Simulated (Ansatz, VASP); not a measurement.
Ir in VASP and in Ansatz

```xyz
1
Lattice="2.5707 0.0000 0.0000 0.0000 2.5707 0.0000 0.0000 0.0000 2.5707" Properties=species:S:1:pos:R:3 pbc="T T T"
Ir    0.0000    0.0000    0.0000
```

Alike in both runs: functional PBE; k mesh 22 × 22 × 22; occupations gaussian, width 0.1 eV; no spin polarisation.

Ansatz relaxed the structure, and its values are those at the end. VASP's run is a single point on that final structure, the one shown.

|  | VASP | Ansatz |
| --- | --- | --- |
| version | VASP 6.6.1 | Ansatz 0.2.0 |
| potentials or method | VASP PAW PBE potentials, release 64 (Ir), cutoff 520 eV | scalar-relativistic, plane waves, PAW |
| valence electrons in the cell | 9 | 17 |

```csv
,VASP,Ansatz,Ansatz less VASP
gap on the k mesh at the Fermi level (eV),none,none,-
pressure (GPa),0.1,0.0,-0.15
```

A gap of «none» marks a metal or a gap that the smearing closes. With one functional, cell and mesh, what is left measures potentials, basis and numerics. VASP's potentials hold 9 valence electrons a cell and Ansatz's 17, so a difference there can come from the potentials and not from the codes.

Spin-orbit coupling is off throughout.
